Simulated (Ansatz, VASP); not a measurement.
**CdTe in VASP and in Ansatz**

File INCAR:

```
  ALGO = Normal
  EDIFF = 1E-6
  ENCUT = 520
  GGA = PE
  ISIF = 2
  ISMEAR = 0
  LASPH = T
  LCHARG = F
  LREAL = F
  LWAVE = F
  NBANDS = 16
  NELM = 100
  PREC = Accurate
  SIGMA = 0.02
```

Contents of KPOINTS:

```
k-points
0
Gamma
  10 10 10
```

File POSCAR:

```
CdTe
1.0
    0.0000000000      3.2752632727      3.2752632727
    3.2752632727      0.0000000000      3.2752632727
    3.2752632727      3.2752632727      0.0000000000
Cd Te
1 1
Direct
    0.0000000000      0.0000000000      0.0000000000
    0.2500000000      0.2500000000      0.2500000000
```

Input for Ansatz:

```yaml
crystal:
  lattice:
    - [0.0, 3.2752632727, 3.2752632727]
    - [3.2752632727, 0.0, 3.2752632727]
    - [3.2752632727, 3.2752632727, 0.0]
  atoms:
    - { symbol: Cd, position: [0.0, 0.0, 0.0] }
    - { symbol: Te, position: [0.25, 0.25, 0.25] }
basis:
  ecutwfc: 420
kpoints:
  mp_grid: { grid: [10, 10, 10] }
hamiltonian:
  xc: pbe
scf:
  occupations: { method: gaussian, width: 0.02 }
output:
  forces: true
  stress: true
  eigenvalues: true
  write_density: true
  write_potential: true
  elf: true
  volumetric_format: npy
```

Alike in both runs: task single point; functional PBE; k mesh 10 × 10 × 10; occupations gaussian, width 0.02 eV; no spin polarisation.

```csv
,VASP,Ansatz
version,VASP 6.6.1,Ansatz 0.2.0
potentials or method,"VASP PAW PBE potentials, release 64 (Cd, Te), cutoff 520 eV","scalar-relativistic, plane waves, PAW"
valence electrons in the cell,18,36
```

```csv
,VASP,Ansatz,Ansatz less VASP
gap on the k mesh at the Fermi level (eV),0.68,0.68,+0.002
least direct gap on the mesh (eV),0.68,0.68,+0.002
pressure (GPa),1.3,1.2,-0.13
```

With one functional, cell and mesh, what is left measures potentials, basis and numerics. VASP's potentials hold 18 valence electrons a cell and Ansatz's 36, so a difference there can come from the potentials and not from the codes.

Spin-orbit coupling is off throughout.
